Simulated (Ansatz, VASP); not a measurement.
## One calculation of Lu, two programs

Contents of INCAR:

```
PREC = Accurate
ENCUT = 520
EDIFF = 1E-6
ISMEAR = 1
SIGMA = 0.1
LREAL = F
LASPH = T
NELM = 100
ALGO = Normal
ISIF = 2
LWAVE = F
LCHARG = T
GGA = PE
LELF = T
LVHAR = T
NBANDS = 32
```

Contents of KPOINTS:

```
regular mesh
0
Gamma
  10 10 5
```

POSCAR

```
Lu
1.0
    3.4736607930      0.0000000000      0.0000000000
   -1.7368303965      3.0082784889      0.0000000000
    0.0000000000      0.0000000000      5.5042515761
Lu
2
Direct
    0.3333333333      0.6666666667      0.2500000000
    0.6666666667      0.3333333333      0.7500000000
```

Input for Ansatz:

```yaml
crystal:
  lattice:
    - [3.4736607930395107, 0.0, 0.0]
    - [-1.7368303965197553, 3.0082784889217336, 0.0]
    - [0.0, 0.0, 5.504251576056356]
  atoms:
    - { symbol: Lu, position: [0.3333333333333333, 0.6666666666666666, 0.25] }
    - { symbol: Lu, position: [0.6666666666666666, 0.3333333333333333, 0.75] }
basis:
  ecutwfc: 500.0
kpoints:
  mp_grid:
    grid: [10, 10, 5]
hamiltonian:
  xc: pbe
  pseudopotentials:
    kind: paw
scf:
  occupations:
    method: cold
    width: 0.1
output:
  stress: true
```

Alike in both runs: task single point; functional PBE; k mesh 10 × 10 × 5; no spin polarisation.

|  | VASP | Ansatz |
| --- | --- | --- |
| version | VASP 6.6.1 | Ansatz 0.2.0 |
| potentials or method | VASP PAW PBE potentials, release 64 (Lu), cutoff 520 eV | plane waves, PAW |
| occupations | methfessel-paxton of order 1, width 0.1 eV | cold, width 0.1 eV |
| valence electrons in the cell | 50 | 50 |

Ansatz gave:

```
pressure (GPa)                                                : 0.6
traceless stress, the component that is largest in VASP (GPa) : -1.05
```

Estimate VASP's values.

pressure (GPa): 0.9; traceless stress, the component that is largest in VASP (GPa): -1.03.

Neither program's run includes spin-orbit coupling.
